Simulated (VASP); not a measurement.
# Lu (Im-3m) in VASP: notebook

The runs below take Lu through single point, with BLYP.

Program: VASP 6.6.1. These are calculated values, not measurements. Logs are shortened: lines on timing, memory, paths and dates and some standing lists are left out, and cuts for length are marked.

## (1) The cell of the first run

The structure is cubic, space group Im-3m (No. 229). The conventional cell has a = 3.976 Å, b = 3.976 Å, c = 3.976 Å, α = 90.00°, β = 90.00°, γ = 90.00°. Within 4.5 Å of Lu (site symmetry m-3m) lie 14 Lu at 3.44 to 3.98 Å.

## (2) Single point, BLYP (volume scaled by 1.04)

File INCAR:

```
PREC = Accurate
ENCUT = 520
EDIFF = 1E-7
ISMEAR = -1
SIGMA = 0.1
LREAL = F
LASPH = T
NELM = 100
ALGO = Normal
ISIF = 2
LWAVE = F
LCHARG = F
GGA = B5
ALDAX = 1.0
AGGAX = 1.0
AGGAC = 1.0
ALDAC = 0.0
NBANDS = 18
```

File KPOINTS:

```
Automatic mesh
0
Gamma
  13 13 13
```

File POSCAR:

```
Lu
1.0
   -1.9882060182      1.9882060182      1.9882060182
    1.9882060182     -1.9882060182      1.9882060182
    1.9882060182      1.9882060182     -1.9882060182
Lu
1
Direct
    0.0000000000      0.0000000000      0.0000000000
```

Potentials or basis: VASP PAW PBE potentials, release 64 (Lu).

Command:

```sh
$ cat potpaw_PBE.64/Lu/POTCAR > POTCAR
$ mpirun -np 1 vasp_std > vasp.out
```

OUTCAR:

```text
PREC = Accurate
   ENCUT = 520
   EDIFF = 1E-7
   ISMEAR = -1
   LREAL = F
   LASPH = T
   NELM = 100
   ISIF = 2
   GGA = B5

 ion  position               nearest neighbor table
   1  0.000  0.000  0.000-

  LATTYP: Found a body centered cubic cell.
 ALAT       =     3.9764120364

  Lattice vectors:

 A1 = (  -1.9882060182,   1.9882060182,   1.9882060182)
 A2 = (   1.9882060182,  -1.9882060182,   1.9882060182)
 A3 = (   1.9882060182,   1.9882060182,  -1.9882060182)

Analysis of symmetry for initial positions (statically):
=====================================================================
 Subroutine PRICEL returns:
 Original cell was already a primitive cell.

 Routine SETGRP: Setting up the symmetry group for a
 body centered cubic supercell.

 Subroutine GETGRP returns: Found 48 space group operations
[... 9 lines left out ...]

 Routine SETGRP: Setting up the symmetry group for a
 body centered cubic supercell.

 Subroutine GETGRP returns: Found 48 space group operations
[... 11 lines left out ...]
                                     Primitive cell

  volume of cell :      31.4372

  direct lattice vectors                    reciprocal lattice vectors
    -1.988206018  1.988206018  1.988206018     0.000000000  0.251482993  0.251482993
     1.988206018 -1.988206018  1.988206018     0.251482993  0.000000000  0.251482993
     1.988206018  1.988206018 -1.988206018     0.251482993  0.251482993  0.000000000

  length of vectors
     3.443673839  3.443673839  3.443673839     0.355650659  0.355650659  0.355650659

  position of ions in fractional coordinates (direct lattice)
     0.000000000  0.000000000  0.000000000

  ion indices of the primitive-cell ions
   primitive index   ion index
                 1           1

----------------------------------------------------------------------------------------

 KPOINTS: Automatic mesh

Automatic generation of k-mesh.
 Grid dimensions read from file:
 generate k-points for:   13   13   13

 Generating k-lattice:

  Cartesian coordinates                     Fractional coordinates (reciprocal lattice)
     0.000000000  0.019344846  0.019344846     0.076923077  0.000000000  0.000000000
     0.019344846  0.000000000  0.019344846     0.000000000  0.076923077  0.000000000
     0.019344846  0.019344846  0.000000000     0.000000000  0.000000000  0.076923077

[... 42 lines left out ...]
   dimension x,y,z NGXF=    56 NGYF=   56 NGZF=   56
   ions per type =               1
   NGX,Y,Z   is equivalent  to a cutoff of  13.52, 13.52, 13.52 a.u.
   NGXF,Y,Z  is equivalent  to a cutoff of  27.03, 27.03, 27.03 a.u.
 SYSTEM =  unknown system
   PREC   = accura    normal or accurate (medium, high low for compatibility)
   ISTART =      0    job   : 0-new  1-cont  2-samecut
   ICHARG =      2    charge: 1-file 2-atom 10-const
   ISPIN  =      1    spin polarized calculation?
   LNONCOLLINEAR =      F non collinear calculations
   LSORBIT =      F    spin-orbit coupling
   LASPH  =      T    aspherical Exc in radial PAW
   ENCUT  =  520.0 eV  38.22 Ry    6.18 a.u.   6.40  6.40  6.40*2*pi/ulx,y,z
   NELM   =    100;   NELMIN=  2; NELMDL= -5     # of ELM steps
   EDIFF  = 0.1E-06   stopping-criterion for ELM
   LREAL  =      F    real-space projection
   EDIFFG = 0.1E-05   stopping-criterion for IOM
   NSW    =      0    number of steps for IOM
   IBRION =     -1    ionic relax: 0-MD 1-quasi-New 2-CG
   NFREE  =      0    steps in history (QN), initial steepest desc. (CG)
   ISIF   =      2    stress and relaxation
   ISYM   =      2    0-nonsym 1-usesym 2-fastsym
   POTIM  = 0.5000    time-step for ionic-motion
   TEBEG  =    0.0;   TEEND  =   0.0 temperature during run
   PSTRESS=    0.0 pullay stress
   NELECT =      25.0000    total number of electrons
   NUPDOWN=      -1.0000    fix difference up-down
   EMIN   =  10.00;   EMAX   =-10.00  energy-range for DOS
   EFERMI =   0.00;   METHOD = LEGACY
   ISMEAR =    -1;   SIGMA  =   0.10  broadening in eV -4-tet -1-fermi 0-gaus
   EFERMI_NEDOS =   21; number of points for ismear=-14 and -15
   IALGO  =     38    algorithm
   IMIX   =      4    mixing-type and parameters
     AMIX     =   0.40;   BMIX     =  1.00
     AMIX_MAG =   1.60;   BMIX_MAG =  1.00
  volume/ion in A,a.u.               =      31.44       212.15
  Fermi-wavevector in a.u.,A,eV,Ry     =   1.516725  2.866194 31.299578  2.300454
  Thomas-Fermi vector in A             =   2.626076
   LORBIT       =      0    0 simple, 1 ext, 2 COOP (PROOUT), +10 PAW based schemes
   GGA     = B5    functional components
   LHFCALC =     F    Hartree Fock is set to
   AEXX    =    0.0000 exact exchange contribution
   IVDW    =     0    specifies the selected vdW correction
   LEPSILON=     F    determine dielectric tensor
   LRPA    =     F    only Hartree local field effects (RPA)
 non-spin polarized calculation
  energy-cutoff  :      520.00
  volume of cell :       31.44
 maximum number of plane-waves:       887
 NGX is ok and might be reduce to    28
   NGX = 13   NGY = 13   NGZ = 13

 number of electron      25.0000010 magnetization

 Free energy of the ion-electron system (eV)
  ---------------------------------------------------
  ext. energy  EPLUGINS =         0.00000000
  ---------------------------------------------------
  free energy    TOTEN  =        -3.38984028 eV

  energy without entropy =       -3.31376531  energy(sigma->0) =       -3.35180280

 E-fermi :   2.5630     XC(G=0):  -9.8519

 val. band max:        2.5350351365   @ k =   0.3846   0.2308   0.0000
 cond. band min:       2.5686387655   @ k =   0.2308   0.1538   0.1538
 fundamental gap:      0.0336036290
 Fermi energy:         2.5629718064

 k-point     1 :       0.0000    0.0000    0.0000
  band No.  band energies     occupation
      1     -53.8241      2.00000
      2     -24.4977      2.00000
      3     -24.4977      2.00000
      4     -24.4977      2.00000
      5      -3.3008      2.00000
      6      -2.8216      2.00000
[... 481 lines left out ...]
      5      -2.8064      2.00000
      6      -2.7934      2.00000
[... 10 lines left out ...]
     17       7.2740      0.00000
     18      11.9492      0.00000

 [... further k-points ...]
[... 5 lines left out ...]
  --------------------------------------------------------------------------------------
  -------------------------------------------------------------------------------------
  Total       -0.2764236     -0.2764236     -0.2764236      0.0000000     -0.0000000      0.0000000
  in kB      -14.0877475    -14.0877475    -14.0877475      0.0000000     -0.0000000      0.0000000
  external PRESSURE =     -14.0877475 kB  Pullay stress =       0.0000000 kB

 VOLUME and BASIS-vectors are now :
 -----------------------------------------------------------------------------
  energy-cutoff  :      520.00
  volume of cell :       31.44
      direct lattice vectors                 reciprocal lattice vectors
    -1.988206018  1.988206018  1.988206018     0.000000000  0.251482993  0.251482993
     1.988206018 -1.988206018  1.988206018     0.251482993  0.000000000  0.251482993
     1.988206018  1.988206018 -1.988206018     0.251482993  0.251482993  0.000000000

 POSITION                                       TOTAL-FORCE (eV/Angst)
 -----------------------------------------------------------------------------------
      0.00000      0.00000      0.00000         0.000000     -0.000000     -0.000000
 -----------------------------------------------------------------------------------
    total drift:                               -0.000000     -0.000000     -0.000000

  FREE ENERGIE OF THE ION-ELECTRON SYSTEM (eV)
  ---------------------------------------------------
  free  energy   TOTEN  =        -3.3898402845 eV

  energy  without entropy=       -3.3137653111  energy(sigma->0) =       -3.35180280
```

stdout:

```text
POSCAR found type information on POSCAR Lu
 POSCAR found :  1 types and       1 ions
 scaLAPACK will be used
 -----------------------------------------------------------------------------
|                                                                             |
|                                                                             |
|     You enforced a specific xc type in the INCAR file but a different       |
|     I HOPE YOU KNOW WHAT YOU ARE DOING!                                     |
|                                                                             |
 -----------------------------------------------------------------------------

 LDA part: xc-table for (Slater(with rela. corr.)+VWN5), standard interpolation
 POSCAR, INCAR and KPOINTS ok, starting setup
 FFT: planning ... GRIDC
 FFT: planning ... GRID_SOFT
 FFT: planning ... GRID
 WAVECAR not read
 entering main loop
```

Wall time 50 s (1 thread of Intel Xeon Platinum 8259CL at 2.50GHz (Skylake/Cascade Lake), shared host); peak memory 0.2 GiB.

What came out:

```
Free energy : -3.3898 eV
Pressure    : -1.4 GPa
```

Levels at points of the mesh, in eV from the Fermi level:
| k point | band 9 | band 10 | band 11 | band 12 | band 13 | band 14 | band 15 | band 16 |
| --- | --- | --- | --- | --- | --- | --- | --- | --- |
| (0.00, 0.00, 0.00) | -5.31 | -5.31 | -5.31 | -5.29 | 1.88 | 1.88 | 1.88 | 3.89 |

Caveat: the cell differs from its parent crystal (volume scaled by 1.04); the PAW data sets were made with another functional, which shifts forces and pressure a little; spin-orbit coupling is left out, which moves the levels of the heavy elements.

## (3) Single point, BLYP (volume scaled by 1.08)

File INCAR:

```
PREC = Accurate
ENCUT = 520
EDIFF = 1E-7
ISMEAR = -1
SIGMA = 0.1
LREAL = False
LASPH = True
NELM = 100
ALGO = Normal
ISIF = 2
LWAVE = False
LCHARG = False
GGA = B5
ALDAX = 1.0
AGGAX = 1.0
AGGAC = 1.0
ALDAC = 0.0
NBANDS = 18
```

KPOINTS is that of step 2.

File POSCAR:

```
Lu
1.0
   -2.0133758550      2.0133758550      2.0133758550
    2.0133758550     -2.0133758550      2.0133758550
    2.0133758550      2.0133758550     -2.0133758550
Lu
1
Direct
    0.0000000000      0.0000000000      0.0000000000
```

Potentials or basis: VASP PAW PBE potentials, release 64 (Lu).

Command:

```sh
$ cat potpaw_PBE.64/Lu/POTCAR > POTCAR
$ mpirun -np 1 vasp_std > vasp.out
```

It took 49 s on 1 thread of Intel Xeon Platinum 8259CL at 2.50GHz (Skylake/Cascade Lake), shared host; peak memory 0.2 GiB.

The run converged. Its results:

```
Free energy : -3.3748 eV
Pressure    : -2.7 GPa
```

Levels at points of the mesh, in eV from the Fermi level:
```csv
k point,band 9,band 10,band 11,band 12,band 13,band 14,band 15,band 16
"(0.00, 0.00, 0.00)",-5.39,-5.39,-5.39,-5.37,1.83,1.83,1.83,3.77
```

Caveat: the cell differs from its parent crystal (volume scaled by 1.08); the PAW data sets were made with another functional, which shifts forces and pressure a little; spin-orbit coupling is left out, which moves the levels of the heavy elements.

## (4) Single point, BLYP (volume scaled by 1.12)

File INCAR:

```
SYSTEM = Lu
PREC = Accurate
ENCUT = 520
EDIFF = 1E-6
ISMEAR = -1
SIGMA = 0.1
LREAL = .FALSE.
LASPH = .TRUE.
NELM = 60
ALGO = Normal
ISIF = 2
LWAVE = .FALSE.
LCHARG = .TRUE.
GGA = B5
ALDAX = 1.0
AGGAX = 1.0
AGGAC = 1.0
ALDAC = 0.0
LELF = .TRUE.
LVHAR = .TRUE.
NBANDS = 18
```

File KPOINTS:

```
Automatic mesh
0
G
  13 13 13
  0 0 0
```

File POSCAR:

```
Lu
1.0
   -2.0379316391      2.0379316391      2.0379316391
    2.0379316391     -2.0379316391      2.0379316391
    2.0379316391      2.0379316391     -2.0379316391
Lu
1
Direct
    0.0000000000      0.0000000000      0.0000000000
```

Command:

```sh
$ cat potpaw_PBE.64/Lu/POTCAR > POTCAR
$ mpirun -np 1 vasp_std > vasp.out
```

Wall time 47 s (1 thread of Intel Xeon Platinum 8259CL at 2.50GHz (Skylake/Cascade Lake), shared host); peak memory 0.2 GiB.

Results (log left out):

| Item | Value |
| --- | --- |
| Free energy | -3.3507 eV |
| Pressure | -3.7 GPa |

Levels at points of the mesh, in eV from the Fermi level:
| k point | band 9 | band 10 | band 11 | band 12 | band 13 | band 14 | band 15 | band 16 |
| --- | --- | --- | --- | --- | --- | --- | --- | --- |
| (0.00, 0.00, 0.00) | -5.47 | -5.47 | -5.47 | -5.46 | 1.78 | 1.78 | 1.78 | 3.65 |

Caveat: the cell differs from its parent crystal (volume scaled by 1.12); the PAW data sets were made with another functional, which shifts forces and pressure a little; spin-orbit coupling is left out, which moves the levels of the heavy elements.

## (5) Single point, BLYP

This run uses another cell than the first one, of 30.23 Å³/atom, 0.962 times its volume.

File INCAR:

```
SYSTEM = Lu
PREC = Accurate ; ENCUT = 520
EDIFF = 1E-6 ; ISMEAR = -1
SIGMA = 0.1 ; LREAL = .FALSE.
LASPH = .TRUE. ; NELM = 80
ALGO = Normal ; ISIF = 2
LWAVE = .FALSE. ; LCHARG = .TRUE.
GGA = B5 ; ALDAX = 1.0
AGGAX = 1.0 ; AGGAC = 1.0
ALDAC = 0.0 ; LELF = .TRUE.
LVHAR = .TRUE. ; NBANDS = 18
```

File KPOINTS:

```
Automatic mesh
0
G
  19 19 19
  0 0 0
```

File POSCAR:

```
Lu
1.0
   -1.9623822379      1.9623822379      1.9623822379
    1.9623822379     -1.9623822379      1.9623822379
    1.9623822379      1.9623822379     -1.9623822379
Lu
1
Direct
    0.0000000000      0.0000000000      0.0000000000
```

Command:

```sh
$ cat potpaw_PBE.64/Lu/POTCAR > POTCAR
$ mpirun -np 1 vasp_std > vasp.out
```

Run time: 1.7 min. Hardware: 1 thread of Intel Xeon Platinum 8259CL at 2.50GHz (Skylake/Cascade Lake), shared host; peak memory 0.26 GiB.

The run converged. Its results:

```yaml
Free_energy: -3.3941 eV
Pressure: 0.2 GPa
```

Levels at points of the mesh, in eV from the Fermi level:
| k point | band 8 | band 9 | band 10 | band 11 | band 12 | band 13 | band 14 | band 15 | band 16 | band 17 |
| --- | --- | --- | --- | --- | --- | --- | --- | --- | --- | --- |
| (0.00, 0.00, 0.00) | -5.31 | -5.23 | -5.23 | -5.23 | -5.21 | 1.92 | 1.92 | 1.92 | 4.02 | 4.02 |

Caveat: the PAW data sets were made with another functional, which shifts forces and pressure a little; spin-orbit coupling is left out, which moves the levels of the heavy elements.

## (6) The runs side by side

| cell | k mesh | gap on the mesh (eV) | pressure (GPa) |
| --- | --- | --- | --- |
| a = 3.444 Å, angles 109.5°, 1 atom | 13 × 13 × 13 | none | -1.4 |
| a = 3.487 Å, angles 109.5°, 1 atom | 13 × 13 × 13 | none | -2.7 |
| a = 3.530 Å, angles 109.5°, 1 atom | 13 × 13 × 13 | none | -3.7 |
| a = 3.399 Å, angles 109.5°, 1 atom | 19 × 19 × 19 | none | 0.2 |

Alike in all rows: task single point; level BLYP; potentials or basis VASP PAW PBE potentials, release 64 (Lu); no spin polarisation; cutoff (eV) 520; smearing fermi-dirac 0.1 eV.

Caveats: the PAW data sets were made with another functional, which shifts forces and pressure a little; spin-orbit coupling is left out, which moves the levels of the heavy elements.

Total energies depend on the potentials used, so only differences within one code and one set of settings carry meaning.
